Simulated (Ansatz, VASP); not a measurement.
# KBr in VASP and in Ansatz

POSCAR

```
KBr
1.0
    3.9627360450      0.0000000000      0.0000000000
    0.0000000000      3.9627360450      0.0000000000
    0.0000000000      0.0000000000      3.9627360450
K Br
1 1
Direct
    0.0000000000      0.0000000000      0.0000000000
    0.5000000000      0.5000000000      0.5000000000
```

File INCAR.step1:

```
PREC = Accurate ; ENCUT = 520
EDIFF = 1E-5 ; ISMEAR = 0
SIGMA = 0.01 ; LREAL = F
LASPH = T ; NELM = 80
ALGO = Normal ; ISIF = 2
LWAVE = T ; LCHARG = F
NBANDS = 15 ; GGA = PE
```

The input INCAR.step2:

```
PREC = Accurate ; ENCUT = 520
EDIFF = 1E-7 ; ISMEAR = 0
SIGMA = 0.01 ; LREAL = F
LASPH = T ; NELM = 80
ALGO = Normal ; ISIF = 2
LWAVE = F ; LCHARG = F
GGA = PE ; LHFCALC = T
HFSCREEN = 0.2079 ; PRECFOCK = Normal
NBANDS = 15 ; ISTART = 1
```

KPOINTS

```
regular mesh
0
Gamma
  4 4 4
```

Input for Ansatz:

```yaml
crystal:
  lattice:
    - [3.962736045, 0.0, 0.0]
    - [0.0, 3.962736045, 0.0]
    - [0.0, 0.0, 3.962736045]
  atoms:
    - { symbol: K, position: [0.0, 0.0, 0.0] }
    - { symbol: Br, position: [0.5, 0.5, 0.5] }
kpoints:
  mp_grid: { grid: [4, 4, 4] }
  band_path:
    path: [[0.0, 0.0, 0.0], [0.0, 0.5, 0.0], [0.5, 0.5, 0.0], [0.5, 0.5, 0.5]]
    npoints: 1
hamiltonian:
  xc: hse06
scf:
  occupations: { method: fixed }
  n_extra_bands: 4
output:
  forces: true
  stress: true
  eigenvalues: true
```

Change from the starting cell: hydrostatic strain -0.3%.

Alike in both runs: task single point; functional HSE06; k mesh 4 × 4 × 4; no spin polarisation.

```csv
,VASP,Ansatz
version,VASP 6.6.1,Ansatz 0.2.0
potentials or method,"VASP PAW PBE potentials, release 64 (K_sv, Br)","plane waves, PAW"
plane-wave cutoff (eV),520,420
occupations,"gaussian, width 0.01 eV",fixed
valence electrons in the cell,16,16
```

|  | VASP | Ansatz | Ansatz less VASP |
| --- | --- | --- | --- |
| gap on the k mesh at the Fermi level (eV) | 5.23 | 5.23 | +0.003 |
| pressure (GPa) | 0.7 | 0.7 | -0.02 |

Ansatz's warnings: stress exchange threshold loose, stress scf threshold loose.
